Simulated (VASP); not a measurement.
A run of VASP 6.6.1:

Contents of POSCAR:

```
YZn
1.0
    3.6796457253      0.0000000000      0.0000000000
    0.0000000000      3.6796457253      0.0000000000
    0.0000000000      0.0000000000      3.6796457253
Y Zn
1 1
Direct
    0.0000000000      0.0000000000      0.0000000000
    0.5000000000      0.5000000000      0.5000000000
```

Contents of INCAR.step1:

```
SYSTEM = YZn
PREC = Accurate ; ENCUT = 550
ISMEAR = 0 ; SIGMA = 0.1
LREAL = .False. ; LASPH = .True.
NELM = 120 ; NBANDS = 18
GGA = PE ; ALGO = Normal
EDIFF = 1E-5 ; LWAVE = .True.
LCHARG = .False. ; GGA_COMPAT = .False.
```

The input INCAR.step2:

```
SYSTEM = YZn
PREC = Accurate ; ENCUT = 550
EDIFF = 1E-6 ; ISMEAR = 0
SIGMA = 0.1 ; LREAL = .False.
LASPH = .True. ; NELM = 120
ALGO = Normal ; ISIF = 2
LWAVE = .False. ; LCHARG = .False.
METAGGA = R2SCAN ; LMIXTAU = .True.
NBANDS = 18 ; ISTART = 1
GGA_COMPAT = .False.
```

File KPOINTS:

```
regular mesh
0
Gamma
  12 12 12
  0 0 0
```

Potentials or basis: VASP PAW PBE potentials, release 64 (Y_sv, Zn).

The run is started by

```console
$ cat potpaw_PBE.64/Y_sv/POTCAR potpaw_PBE.64/Zn/POTCAR > POTCAR
$ cp INCAR.step1 INCAR
$ mpirun -np 1 vasp_std > vasp.out
$ cp INCAR.step2 INCAR
$ mpirun -np 1 vasp_std > vasp.out
```

Hardware: 1 thread of AMD EPYC 9R14 (Zen 4), on a shared host.

**Question.** Estimate the wall time of this run.

**Answer.** Run time: 2.8 min on 1 thread of AMD EPYC 9R14 (Zen 4) (shared host), peak memory 0.22 GiB. Counts: k points 84.
